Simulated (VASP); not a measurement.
PbS:

```
CELL_PARAMETERS angstrom
3.65366 0.00000 0.00000
0.00000 3.65366 0.00000
0.00000 0.00000 3.65366
ATOMIC_POSITIONS crystal
Pb 0.00000 0.00000 0.00000
S 0.50000 0.50000 0.50000
```

- Program: VASP 6.6.1
- Task: relaxation of cell and atoms
- Functional: PBEsol
- Potentials or basis: VASP PAW PBE potentials, release 64 (Pb_d, S)
- Cutoff: 600 eV
- k mesh: 7 × 7 × 7
- Occupations: fermi-dirac, width 0.05 eV
- Spin: no spin polarisation

At the start: pressure -3.5 GPa; volume 24.39 Å³/atom.

**Question.** How do energy, volume and symmetry change on relaxing?

**Answer.** Over 3 steps the energy falls by 18.5 meV/atom and the volume is 22.82 Å³/atom (-6.4 %); space group Pm-3m (No. 221, to 0.1 Å) before and after.

The path:
```tsv
step	energy change (eV)	largest force (eV/Å)	pressure (GPa)	volume (Å³)
1	0.0000	0.0000	-3.49	48.77
2	-0.0358	0.0000	0.78	45.12
3	-0.0370	0.0000	-0.02	45.64
```

Final structure:
```xyz
2
Lattice="3.5737 0.0000 0.0000 0.0000 3.5737 0.0000 0.0000 0.0000 3.5737" Properties=species:S:1:pos:R:3 pbc="T T T"
Pb    0.0000    0.0000    0.0000
S     1.7868    1.7868    1.7868
```

Caveat: the PAW data sets were made with another functional, which shifts forces and pressure a little.
